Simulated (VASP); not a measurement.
# MgO in VASP: further runs, part 2 of 2

VASP 6.6.1. Earlier steps stand in the parts before.

**5. Single point, LDA**

File INCAR:

```
SYSTEM = MgO
PREC = Accurate ; ENCUT = 840
EDIFF = 1E-6 ; ISMEAR = -1
SIGMA = 0.02 ; LREAL = .FALSE.
LASPH = .TRUE. ; NELM = 120
ALGO = Normal ; ISIF = 2
LWAVE = .FALSE. ; LCHARG = .TRUE.
GGA = CA ; LELF = .TRUE.
LVHAR = .TRUE. ; NBANDS = 15
GGA_COMPAT = .FALSE.
```

File KPOINTS:

```
Automatic mesh
0
G
  8 8 8
  0 0 0
```

File POSCAR:

```
MgO
1.0
   -0.0105425000      2.1085000000      2.1085000000
    2.1085000000     -0.0105425000      2.1085000000
    2.0979575000      2.0979575000      0.0000000000
Mg O
1 1
Direct
    0.0000000000      0.0000000000      0.0000000000
    0.5000000000      0.5000000000      0.5000000000
```

Potentials or basis: VASP PAW LDA potentials, release 64 (Mg_sv, O).

On the command line:

```bash
> cat potpaw_LDA.64/Mg_sv/POTCAR potpaw_LDA.64/O/POTCAR > POTCAR
> mpirun -np 1 vasp_std > vasp.out
```

OUTCAR:

```text
SYSTEM = MgO
   PREC = Accurate
   ENCUT = 840
   EDIFF = 1E-6
   ISMEAR = -1
   LREAL = .FALSE.
   LASPH = .TRUE.
   NELM = 120
   ISIF = 2
   GGA = CA

 ion  position               nearest neighbor table
   1  0.000  0.000  0.000-   2 2.11   2 2.11   2 2.11   2 2.11   2 2.11   2 2.11
   2  0.500  0.500  0.500-   1 2.11   1 2.11   1 2.11   1 2.11   1 2.11   1 2.11

  LATTYP: Found a body centered orthorhombic cell.
 ALAT       =     2.9669599498
 B/A-ratio  =     1.0100502513
 C/A-ratio  =     1.4213201632

  Lattice vectors:

 A1 = (   0.0105425000,  -2.1085000000,  -2.1085000000)
 A2 = (  -0.0105425000,   2.1085000000,  -2.1085000000)
 A3 = (   2.1085000000,  -0.0105425000,   2.1085000000)

Analysis of symmetry for initial positions (statically):
=====================================================================
 Subroutine PRICEL returns:
 Original cell was already a primitive cell.

 Routine SETGRP: Setting up the symmetry group for a
 body centered orthorhombic supercell.

 Subroutine GETGRP returns: Found  8 space group operations
 (whereof  8 operations were pure point group operations)
 out of a pool of  8 trial point group operations.

The static configuration has the point symmetry D_2h.

Analysis of symmetry for dynamics (positions and initial velocities):
=====================================================================
 Subroutine PRICEL returns:
 Original cell was already a primitive cell.

 Routine SETGRP: Setting up the symmetry group for a
 body centered orthorhombic supercell.

 Subroutine GETGRP returns: Found  8 space group operations
 (whereof  8 operations were pure point group operations)
 out of a pool of  8 trial point group operations.

The dynamic configuration has the point symmetry D_2h.

 Subroutine INISYM returns: Found  8 space group operations
 (whereof  8 operations are pure point group operations),
 and found     1 'primitive' translations

[... 123 lines left out ...]
   LEPSILON=     F    determine dielectric tensor
   LRPA    =     F    only Hartree local field effects (RPA)
 non-spin polarized calculation
  energy-cutoff  :      840.00
  volume of cell :       18.75
 maximum number of plane-waves:      1052
   NGX = 15   NGY = 15   NGZ = 13

 number of electron      15.9999995 magnetization

 Free energy of the ion-electron system (eV)
  ---------------------------------------------------
  ext. energy  EPLUGINS =         0.00000000
  ---------------------------------------------------
  free energy    TOTEN  =       -13.22161889 eV

  energy without entropy =      -13.22161889  energy(sigma->0) =      -13.22161889

 E-fermi :   3.1427     XC(G=0): -11.9151

 val. band max:        2.5935468968   @ k =   0.0000   0.0000   0.0000
 cond. band min:       7.1886445921   @ k =   0.0000   0.0000   0.0000
 fundamental gap:      4.5950976953
 Fermi energy:         3.1427428060

 k-point     1 :       0.0000    0.0000    0.0000
  band No.  band energies     occupation
      1     -68.7935      2.00000
      2     -36.2567      2.00000
      3     -36.2551      2.00000
      4     -36.2534      2.00000
      5     -14.4112      2.00000
      6       2.5179      2.00000
      7       2.5551      2.00000
      8       2.5935      2.00000
      9       7.1886      0.00000
     10      17.9220      0.00000
     11      18.0677      0.00000
     12      18.2120      0.00000
     13      22.0817      0.00000
     14      23.7155      0.00000
[... 401 lines left out ...]
      2     -36.2892      2.00000
      3     -36.2645      2.00000
      4     -36.2628      2.00000
      5     -13.8363      2.00000
      6       0.2600      2.00000
      7       2.0604      2.00000
      8       2.0890      2.00000
      9       9.6669      0.00000
     10      14.5776      0.00000
     11      18.6641      0.00000
     12      19.0871      0.00000
     13      20.2781      0.00000
     14      24.1036      0.00000
     15      26.2770      0.00000

 [... further k-points ...]

------------------------ aborting loop because EDIFF is reached ----------------------------------------

  FORCE on cell =-STRESS in cart. coord.  units (eV):
  Direction    XX          YY          ZZ          XY          YZ          ZX
  --------------------------------------------------------------------------------------
  -------------------------------------------------------------------------------------
  Total       -0.7087076     -0.7087076     -0.7111415      0.1703214      0.0000000      0.0000000
  in kB      -60.5672338    -60.5672338    -60.7752320     14.5559272      0.0000000      0.0000000
  external PRESSURE =     -60.6365665 kB  Pullay stress =       0.0000000 kB

 VOLUME and BASIS-vectors are now :
 -----------------------------------------------------------------------------
  energy-cutoff  :      840.00
  volume of cell :       18.75
      direct lattice vectors                 reciprocal lattice vectors
    -0.010542500  2.108500000  2.108500000    -0.235955626  0.235955626  0.237135404
     2.108500000 -0.010542500  2.108500000     0.235955626 -0.235955626  0.237135404
     2.097957500  2.097957500  0.000000000     0.238327040  0.238327040 -0.237135404

 POSITION                                       TOTAL-FORCE (eV/Angst)
 -----------------------------------------------------------------------------------
      0.00000      0.00000      0.00000         0.000000     -0.000000     -0.000000
      2.09796      2.09796      2.10850        -0.000000      0.000000      0.000000
 -----------------------------------------------------------------------------------
    total drift:                                0.000000      0.000000      0.000000

  FREE ENERGIE OF THE ION-ELECTRON SYSTEM (eV)
  ---------------------------------------------------
  free  energy   TOTEN  =       -13.2216188886 eV

  energy  without entropy=      -13.2216188886  energy(sigma->0) =      -13.22161889
```

OSZICAR:

```text
N       E                     dE             d eps       ncg     rms          rms(c)
DAV:   1     0.159327372511E+03    0.15933E+03   -0.13636E+04  2850   0.177E+03
DAV:   2    -0.892819967086E+01   -0.16826E+03   -0.15958E+03  3403   0.438E+02
DAV:   3    -0.147469497493E+02   -0.58188E+01   -0.57887E+01  3688   0.777E+01
DAV:   4    -0.148328297043E+02   -0.85880E-01   -0.85867E-01  3277   0.950E+00
DAV:   5    -0.148341223390E+02   -0.12926E-02   -0.12926E-02  3620   0.972E-01    0.848E+00
DAV:   6    -0.132894466667E+02    0.15447E+01   -0.24608E+00  3053   0.149E+01    0.283E+00
DAV:   7    -0.132510793389E+02    0.38367E-01   -0.12951E-01  3382   0.334E+00    0.168E+00
DAV:   8    -0.132226384241E+02    0.28441E-01   -0.44612E-02  3578   0.211E+00    0.327E-01
DAV:   9    -0.132215859750E+02    0.10524E-02   -0.33535E-03  3186   0.508E-01    0.787E-02
DAV:  10    -0.132216288137E+02   -0.42839E-04   -0.14726E-04  3613   0.156E-01    0.394E-02
DAV:  11    -0.132216189945E+02    0.98192E-05   -0.15316E-05  3403   0.456E-02    0.377E-03
DAV:  12    -0.132216188886E+02    0.10583E-06   -0.32759E-07  2195   0.851E-03
   1 F= -.13221619E+02 E0= -.13221619E+02  d E =-.321355E-14
```

stdout:

```text
POSCAR found type information on POSCAR MgO
 POSCAR found :  2 types and       2 ions
 scaLAPACK will be used
 LDA part: xc-table for (Slater(with rela. corr.)+CA(PZ))
 , standard interpolation
 POSCAR, INCAR and KPOINTS ok, starting setup
 FFT: planning ... GRIDC
 FFT: planning ... GRID_SOFT
 FFT: planning ... GRID
 WAVECAR not read
 entering main loop
```

Run time: 49 s. Hardware: 1 thread of Intel Xeon Platinum 8259CL at 2.50GHz (Skylake/Cascade Lake), shared host; peak memory 0.17 GiB.

What came out:

- Free energy: -13.2216 eV
- Pressure: -6.1 GPa
- Band gap on the k mesh: 4.60 eV

Caveat: the cell stands under tension.

**6. The runs side by side**

```tsv
cell	gap on the mesh (eV)	pressure (GPa)
a = 2.982 Å, angles 60.0°, 2 atoms	4.63	-6.1
a = 2.982, b = 2.982, c = 2.952 Å, angles 60.3, 60.3, 60.7°, 2 atoms	4.55	-6.1
a = 2.982, b = 2.982, c = 3.027 Å, angles 59.5, 59.5, 59.0°, 2 atoms	4.51	-6.0
a = 2.982, b = 2.982, c = 2.967 Å, angles 60.2, 60.2, 60.3°, 2 atoms	4.60	-6.1
```

Alike in all rows: task single point; level LDA; potentials or basis VASP PAW LDA potentials, release 64 (Mg_sv, O); no spin polarisation; k mesh 8 × 8 × 8; cutoff (eV) 840; smearing fermi-dirac 0.02 eV.

Caveats: the cell stands under tension.

Total energies depend on the potentials used, so only differences within one code and one set of settings carry meaning.
